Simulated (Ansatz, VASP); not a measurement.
Ba in VASP and in Ansatz

```
Ba
1.0
     4.02564   -0.61933   -0.61933
    -0.61933    4.02564   -0.61933
    -0.61933   -0.61933    4.02564
Ba
1
Direct
  0.00000 0.00000 0.00000
```

Alike in both runs: task single point; functional LDA; k mesh 14 × 14 × 14; occupations gaussian, width 0.15 eV; no spin polarisation.

```csv
,VASP,Ansatz
version,VASP 6.6.1,Ansatz 0.2.0
potentials or method,"VASP PAW LDA potentials, release 64 (Ba_sv), cutoff 520 eV","scalar-relativistic, plane waves, PAW"
valence electrons in the cell,10,10
```

|  | VASP | Ansatz | Ansatz less VASP |
| --- | --- | --- | --- |
| gap on the k mesh at the Fermi level (eV) | none | none | - |
| pressure (GPa) | -0.9 | -0.9 | -0.05 |
| traceless stress, the component that is largest in VASP (GPa) | -0.85 | -0.85 | +0.001 |

LDA's correlation is that of Perdew and Zunger in VASP and of Perdew and Wang (1992) in Ansatz. A gap of «none» marks a metal or a gap that the smearing closes.

Neither program's run includes spin-orbit coupling.
